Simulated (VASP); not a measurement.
# TaAs (P-6m2) in VASP: a series of runs

TaAs is run at these levels: PBEsol; tasks: single point, relaxation of cell and atoms.

Program: VASP 6.6.1. These are calculated values, not measurements. Logs are shortened: lines on timing, memory, paths and dates and some standing lists are left out, and cuts for length are marked.

## (1) The cell of the first run

It takes space group P-6m2 (No. 187, hexagonal). Conventional cell: a = 3.372 Å, b = 3.372 Å, c = 3.455 Å, α = 90.00°, β = 90.00°, γ = 120.00°. Within 3.5 Å of Ta (site symmetry -6m2) lie 6 As at 2.60 Å and 8 Ta at 3.37 to 3.45 Å. Within 3.5 Å of As (site symmetry -6m2) lie 6 Ta at 2.60 Å and 8 As at 3.37 to 3.45 Å.

## (2) Single point, PBEsol

The input, INCAR:

```
SYSTEM = TaAs
ALGO = Normal ; EDIFF = 1E-7
ENCUT = 520 ; GGA = PS
ISIF = 2 ; ISMEAR = 0
LASPH = .True. ; LCHARG = .False.
LREAL = .False. ; LWAVE = .False.
NBANDS = 15 ; NELM = 100
PREC = Accurate ; SIGMA = 0.1
```

The input, KPOINTS:

```
k-points
0
Gamma
  12 12 12
  0 0 0
```

The input, POSCAR:

```
TaAs
1.0
    3.3721228530      0.0000000000      0.0000000000
   -1.6860614265      2.9203440554      0.0000000000
    0.0000000000      0.0000000000      3.4548873355
Ta As
1 1
Direct
    0.3333333333      0.6666666667      0.5000000000
    0.0000000000      0.0000000000      0.0000000000
```

Potentials or basis: VASP PAW PBE potentials, release 64 (Ta_pv, As).

Started as:

```bash
cat potpaw_PBE.64/Ta_pv/POTCAR potpaw_PBE.64/As/POTCAR > POTCAR
mpirun -np 1 vasp_std > vasp.out
```

OUTCAR:

```text
SYSTEM = TaAs
   EDIFF = 1E-7
   ENCUT = 520
   GGA = PS
   ISIF = 2
   ISMEAR = 0
   LASPH = .True.
   LREAL = .False.
   NELM = 100
   PREC = Accurate

 ion  position               nearest neighbor table
   1  0.333  0.667  0.500-   2 2.60   2 2.60   2 2.60   2 2.60   2 2.60   2 2.60
   2  0.000  0.000  0.000-   1 2.60   1 2.60   1 2.60   1 2.60   1 2.60   1 2.60

  LATTYP: Found a hexagonal cell.
 ALAT       =     3.3721228530
 C/A-ratio  =     1.0245437329

  Lattice vectors:

 A1 = (   3.3721228530,   0.0000000000,   0.0000000000)
 A2 = (  -1.6860614265,   2.9203440554,   0.0000000000)
 A3 = (   0.0000000000,   0.0000000000,   3.4548873355)

Analysis of symmetry for initial positions (statically):
=====================================================================
 Subroutine PRICEL returns:
 Original cell was already a primitive cell.

 Routine SETGRP: Setting up the symmetry group for a
 hexagonal supercell.

 Subroutine GETGRP returns: Found 12 space group operations
 (whereof 12 operations were pure point group operations)
 out of a pool of 24 trial point group operations.

The static configuration has the point symmetry D_3h.

Analysis of symmetry for dynamics (positions and initial velocities):
=====================================================================
 Subroutine PRICEL returns:
 Original cell was already a primitive cell.

 Routine SETGRP: Setting up the symmetry group for a
 hexagonal supercell.

 Subroutine GETGRP returns: Found 12 space group operations
 (whereof 12 operations were pure point group operations)
 out of a pool of 24 trial point group operations.

The dynamic configuration has the point symmetry D_3h.

 Subroutine INISYM returns: Found 12 space group operations
 (whereof 12 operations are pure point group operations),
 and found     1 'primitive' translations

----------------------------------------------------------------------------------------

                                     Primitive cell

  volume of cell :      34.0229

  direct lattice vectors                    reciprocal lattice vectors
     3.372122853  0.000000000  0.000000000     0.296549101  0.171212703  0.000000000
    -1.686061427  2.920344055  0.000000000     0.000000000  0.342425406  0.000000000
     0.000000000  0.000000000  3.454887336     0.000000000  0.000000000  0.289445039

  length of vectors
     3.372122853  3.372122853  3.454887336     0.342425406  0.342425406  0.289445039

  position of ions in fractional coordinates (direct lattice)
     0.333333333  0.666666667  0.500000000
     0.000000000  0.000000000  0.000000000

  ion indices of the primitive-cell ions
   primitive index   ion index
                 1           1
                 2           2

----------------------------------------------------------------------------------------

 KPOINTS: k-points

Automatic generation of k-mesh.
 Grid dimensions read from file:
 generate k-points for:   12   12   12

 Generating k-lattice:

  Cartesian coordinates                     Fractional coordinates (reciprocal lattice)
     0.024712425  0.014267725  0.000000000     0.083333333  0.000000000  0.000000000
     0.000000000  0.028535451  0.000000000     0.000000000  0.083333333  0.000000000
     0.000000000  0.000000000  0.024120420     0.000000000  0.000000000  0.083333333

  Length of vectors
     0.028535451  0.028535451  0.024120420

  Shift w.r.t. Gamma in fractional coordinates (k-lattice)
     0.000000000  0.000000000  0.000000000

 Subroutine IBZKPT returns following result:
 ===========================================

 Found    133 irreducible k-points:

 Following reciprocal coordinates:
            Coordinates               Weight
  0.000000  0.000000  0.000000      1.000000
  0.083333 -0.000000  0.000000      6.000000
  0.166667  0.000000  0.000000      6.000000
  0.250000  0.000000  0.000000      6.000000
  0.333333 -0.000000  0.000000      6.000000
  0.416667  0.000000  0.000000      6.000000
[... 16 lines left out ...]
  0.250000  0.000000  0.083333     12.000000
  0.333333 -0.000000  0.083333     12.000000
 [... further k-points ...]
   k-points           NKPTS =    133   k-points in BZ     NKDIM =    133   number of bands    NBANDS=     15
   number of dos      NEDOS =    301   number of ions     NIONS =      2
   total plane-waves  NPLWV =  21952
   dimension x,y,z NGX =    28 NGY =   28 NGZ =   28
   dimension x,y,z NGXF=    56 NGYF=   56 NGZF=   56
   ions per type =               1   1
   NGX,Y,Z   is equivalent  to a cutoff of  13.80, 13.80, 13.47 a.u.
   NGXF,Y,Z  is equivalent  to a cutoff of  27.61, 27.61, 26.95 a.u.
 SYSTEM =  TaAs
   PREC   = accura    normal or accurate (medium, high low for compatibility)
   ISTART =      0    job   : 0-new  1-cont  2-samecut
   ICHARG =      2    charge: 1-file 2-atom 10-const
   ISPIN  =      1    spin polarized calculation?
   LNONCOLLINEAR =      F non collinear calculations
   LSORBIT =      F    spin-orbit coupling
   LASPH  =      T    aspherical Exc in radial PAW
   ENCUT  =  520.0 eV  38.22 Ry    6.18 a.u.   6.27  6.27  6.42*2*pi/ulx,y,z
   NELM   =    100;   NELMIN=  2; NELMDL= -5     # of ELM steps
   EDIFF  = 0.1E-06   stopping-criterion for ELM
   LREAL  =      F    real-space projection
   EDIFFG = 0.1E-05   stopping-criterion for IOM
   NSW    =      0    number of steps for IOM
   IBRION =     -1    ionic relax: 0-MD 1-quasi-New 2-CG
   NFREE  =      0    steps in history (QN), initial steepest desc. (CG)
   ISIF   =      2    stress and relaxation
   ISYM   =      2    0-nonsym 1-usesym 2-fastsym
   POTIM  = 0.5000    time-step for ionic-motion
   TEBEG  =    0.0;   TEEND  =   0.0 temperature during run
   PSTRESS=    0.0 pullay stress
   NELECT =      16.0000    total number of electrons
   NUPDOWN=      -1.0000    fix difference up-down
   EMIN   =  10.00;   EMAX   =-10.00  energy-range for DOS
   EFERMI =   0.00;   METHOD = LEGACY
   ISMEAR =     0;   SIGMA  =   0.10  broadening in eV -4-tet -1-fermi 0-gaus
   EFERMI_NEDOS =   21; number of points for ismear=-14 and -15
   IALGO  =     38    algorithm
   IMIX   =      4    mixing-type and parameters
     AMIX     =   0.40;   BMIX     =  1.00
     AMIX_MAG =   1.60;   BMIX_MAG =  1.00
  volume/ion in A,a.u.               =      17.01       114.80
  Fermi-wavevector in a.u.,A,eV,Ry     =   1.273086  2.405784 22.051613  1.620748
  Thomas-Fermi vector in A             =   2.405929
   LORBIT       =      0    0 simple, 1 ext, 2 COOP (PROOUT), +10 PAW based schemes
   GGA     = PS    functional components
   LHFCALC =     F    Hartree Fock is set to
   AEXX    =    0.0000 exact exchange contribution
   IVDW    =     0    specifies the selected vdW correction
   LEPSILON=     F    determine dielectric tensor
   LRPA    =     F    only Hartree local field effects (RPA)
 non-spin polarized calculation
 Gauss-broadening in eV      SIGMA  =   0.10
  energy-cutoff  :      520.00
  volume of cell :       34.02
 maximum number of plane-waves:       937
 NGX is ok and might be reduce to    28
   NGX = 13   NGY = 13   NGZ = 13

 number of electron      16.0000000 magnetization

 Free energy of the ion-electron system (eV)
  ---------------------------------------------------
  ext. energy  EPLUGINS =         0.00000000
  ---------------------------------------------------
  free energy    TOTEN  =       -18.86271952 eV

  energy without entropy =      -18.86124583  energy(sigma->0) =      -18.86198268

 E-fermi :   6.8327     XC(G=0): -12.1259

 val. band max:        6.8293948055   @ k =   0.2500   0.2500   0.0000
 cond. band min:       6.8561295383   @ k =   0.0000   0.0000   0.3333
 fundamental gap:      0.0267347328
 Fermi energy:         6.8326820702

 k-point     1 :       0.0000    0.0000    0.0000
  band No.  band energies     occupation
      1     -27.8262      2.00000
      2     -27.6373      2.00000
      3     -27.6373      2.00000
      4      -7.0872      2.00000
      5       3.8293      2.00000
      6       4.7500      2.00000
      7       4.7500      2.00000
      8       6.0215      2.00000
      9       8.6811      0.00000
     10       8.6811      0.00000
     11      11.3146      0.00000
     12      11.7346      0.00000
     13      11.7346      0.00000
     14      15.2517      0.00000
     15      17.0193      0.00000

 k-point     2 :       0.0833   -0.0000    0.0000
  band No.  band energies     occupation
      1     -27.8235      2.00000
      2     -27.6555      2.00000
      3     -27.6416      2.00000
      4      -6.9638      2.00000
      5       3.8394      2.00000
      6       4.4744      2.00000
      7       4.8460      2.00000
      8       5.6950      2.00000
      9       8.6312      0.00000
     10       9.1128      0.00000
     11      10.6989      0.00000
     12      11.5154      0.00000
     13      12.3024      0.00000
     14      15.2154      0.00000
     15      17.4625      0.00000

 k-point     3 :       0.1667    0.0000    0.0000
  band No.  band energies     occupation
      1     -27.8160      2.00000
      2     -27.7049      2.00000
      3     -27.6532      2.00000
      4      -6.6062      2.00000
      5       3.2847      2.00000
      6       4.4170      2.00000
      7       5.0730      2.00000
      8       5.1133      2.00000
      9       8.4992      0.00000
     10       9.6827      0.00000
     11      10.0147      0.00000
     12      11.0442      0.00000
     13      13.2078      0.00000
     14      15.4884      0.00000
     15      18.5266      0.00000

 k-point     4 :       0.2500    0.0000    0.0000
  band No.  band energies     occupation
      1     -27.8057      2.00000
      2     -27.7715      2.00000
      3     -27.6691      2.00000
      4      -6.0549      2.00000
      5       2.2545      2.00000
      6       4.4840      2.00000
      7       4.6432      2.00000
      8       5.4883      2.00000
      9       8.3279      0.00000
     10       8.9813      0.00000
     11      10.5919      0.00000
     12      10.9471      0.00000
     13      13.4942      0.00000
     14      16.7086      0.00000
     15      18.4467      0.00000
[... 307 lines left out ...]
 k-point    22 :       0.1667    0.0000    0.0833
  band No.  band energies     occupation
      1     -27.8272      2.00000
      2     -27.7037      2.00000
      3     -27.6522      2.00000
      4      -6.5147      2.00000
      5       3.3144      2.00000
      6       3.8860      2.00000
      7       5.1284      2.00000
      8       5.3509      2.00000
      9       8.2237      0.00000
     10       9.6021      0.00000
     11      10.1480      0.00000
     12      11.3752      0.00000
     13      13.4962      0.00000
     14      15.4181      0.00000
     15      18.2256      0.00000

 k-point    23 :       0.2500    0.0000    0.0833
  band No.  band energies     occupation
      1     -27.8167      2.00000
      2     -27.7699      2.00000
      3     -27.6680      2.00000
      4      -5.9768      2.00000
      5       2.2958      2.00000
      6       3.8759      2.00000
      7       5.0247      2.00000
      8       5.4284      2.00000
      9       8.1444      0.00000
     10       9.2840      0.00000
     11      10.5679      0.00000
     12      10.9441      0.00000
     13      13.8964      0.00000
     14      16.3981      0.00000
     15      18.0372      0.00000

 k-point    24 :       0.3333   -0.0000    0.0833
  band No.  band energies     occupation
      1     -27.8357      2.00000
      2     -27.8058      2.00000
      3     -27.6836      2.00000
      4      -5.3302      2.00000
      5       1.2358      2.00000
      6       3.7041      2.00000
      7       4.8836      2.00000
      8       5.6705      2.00000
      9       8.2114      0.00000
     10       9.2782      0.00000
     11      10.5793      0.00000
     12      11.0198      0.00000
     13      14.0243      0.00000
     14      16.1108      0.00000
     15      18.6862      0.00000

 [... further k-points ...]

------------------------ aborting loop because EDIFF is reached ----------------------------------------

  FORCE on cell =-STRESS in cart. coord.  units (eV):
  Direction    XX          YY          ZZ          XY          YZ          ZX
  --------------------------------------------------------------------------------------
  -------------------------------------------------------------------------------------
  Total        0.1086250      0.1086250      0.1675627      0.0000000     -0.0000000      0.0000000
  in kB        5.1152758      5.1152758      7.8907222      0.0000000     -0.0000000      0.0000000
  external PRESSURE =       6.0404246 kB  Pullay stress =       0.0000000 kB

 VOLUME and BASIS-vectors are now :
 -----------------------------------------------------------------------------
  energy-cutoff  :      520.00
  volume of cell :       34.02
      direct lattice vectors                 reciprocal lattice vectors
     3.372122853  0.000000000  0.000000000     0.296549101  0.171212703  0.000000000
    -1.686061427  2.920344055  0.000000000     0.000000000  0.342425406  0.000000000
     0.000000000  0.000000000  3.454887336     0.000000000  0.000000000  0.289445039

 POSITION                                       TOTAL-FORCE (eV/Angst)
 -----------------------------------------------------------------------------------
     -0.00000      1.94690      1.72744         0.000000     -0.000000      0.000000
      0.00000      0.00000      0.00000        -0.000000      0.000000      0.000000
 -----------------------------------------------------------------------------------
    total drift:                                0.000000     -0.000000     -0.000000

  FREE ENERGIE OF THE ION-ELECTRON SYSTEM (eV)
  ---------------------------------------------------
  free  energy   TOTEN  =       -18.8627195241 eV

  energy  without entropy=      -18.8612458326  energy(sigma->0) =      -18.86198268
```

Run time: 44 s. Hardware: 1 thread of Intel Xeon Platinum 8488C (Sapphire Rapids), shared host; peak memory 0.21 GiB.

What came out:

| Property | Result |
| --- | --- |
| Free energy | -18.8627 eV |
| Pressure | 0.6 GPa |
| Band gap on the k mesh | zero (bands 8 and 9 overlap by 0.54 eV) |

Stress tensor (GPa, compression positive):
```
0.51 0.00 0.00
0.00 0.51 0.00
0.00 0.00 0.79
```

Caveat: the PAW data sets were made with another functional, which shifts forces and pressure a little; spin-orbit coupling is left out, which moves the levels of the heavy elements.

## (3) Relaxation of cell and atoms, PBEsol

The input, INCAR:

```
SYSTEM = TaAs
PREC = Accurate ; ENCUT = 600
EDIFF = 1E-7 ; ISMEAR = 0
SIGMA = 0.1 ; LREAL = .False.
LASPH = .True. ; NELM = 80
ALGO = Normal ; ISIF = 3
LWAVE = .False. ; LCHARG = .False.
GGA = PS ; IBRION = 2
NSW = 80 ; EDIFFG = -0.01
```

The input, KPOINTS:

```
Automatic mesh
0
Gamma
  12 12 12
  0 0 0
```

The input, POSCAR:

```
TaAs
1.0
    3.3767067875      0.0000000000      0.0000000000
   -1.6883533937      2.9243138591      0.0000000000
    0.0000000000      0.0000000000      3.4467954632
Ta As
1 1
Direct
    0.3333333333      0.6666666667      0.5000000000
    0.0000000000      0.0000000000      0.0000000000
```

Potentials or basis: VASP PAW PBE potentials, release 64 (Ta_pv, As).

Started as:

```bash
cat potpaw_PBE.64/Ta_pv/POTCAR potpaw_PBE.64/As/POTCAR > POTCAR
mpirun -np 1 vasp_std > vasp.out
```

It took 94 s on 1 thread of Intel Xeon Platinum 8488C (Sapphire Rapids), shared host; peak memory 0.23 GiB.

It converged, with:

| Quantity | Value |
| --- | --- |
| Free energy | -18.8632 eV |
| Relaxed volume | 17.07 Å³/atom |
| Relaxed cell | a = 3.376 Å, b = 3.376 Å, c = 3.459 Å, α = 90.00°, β = 90.00°, γ = 120.00° |
| Space group after relaxing (to 0.1 Å) | P-6m2 (No. 187) |
| Energy gained by relaxing | 0.2 meV/atom |
| Ionic steps | 4 |
| Pressure after relaxing | 0.0 GPa |
| Band gap on the k mesh | zero (bands 8 and 9 overlap by 0.54 eV) |

Stress tensor (GPa, compression positive):
```
-0.06  0.00  0.00
 0.00 -0.06  0.00
 0.00  0.00  0.04
```

Step by step:
```
step  energy change (eV)  largest force (eV/Å)  pressure (GPa)  volume (Å³)
   1              0.0000                0.0000            0.68        34.04
   2              0.0008                0.0000           -1.47        34.39
   3             -0.0004                0.0000           -0.11        34.16
   4             -0.0005                0.0000           -0.02        34.13
```

Final structure:
```
Ta As
1.0
     3.37581    0.00000    0.00000
    -1.68790    2.92354    0.00000
     0.00000    0.00000    3.45865
Ta As
1 1
Direct
  0.33333 0.66667 0.50000
  0.00000 0.00000 0.00000
```

Levels at points of the mesh, in eV from the Fermi level:
```csv
k point,band 6,band 7,band 8,band 9,band 10,band 11
"(0.00, 0.00, 0.00)",-2.08,-2.08,-0.82,1.84,1.84,4.45
"(0.50, 0.00, 0.00)",-3.17,-2.43,-0.60,1.17,3.32,3.73
"(0.00, 0.00, 0.50)",-1.24,-1.24,-0.20,-0.20,2.13,3.93
"(0.50, 0.00, 0.50)",-4.85,-3.21,-0.78,3.03,3.23,4.08
```

Caveat: the PAW data sets were made with another functional, which shifts forces and pressure a little; spin-orbit coupling is left out, which moves the levels of the heavy elements.
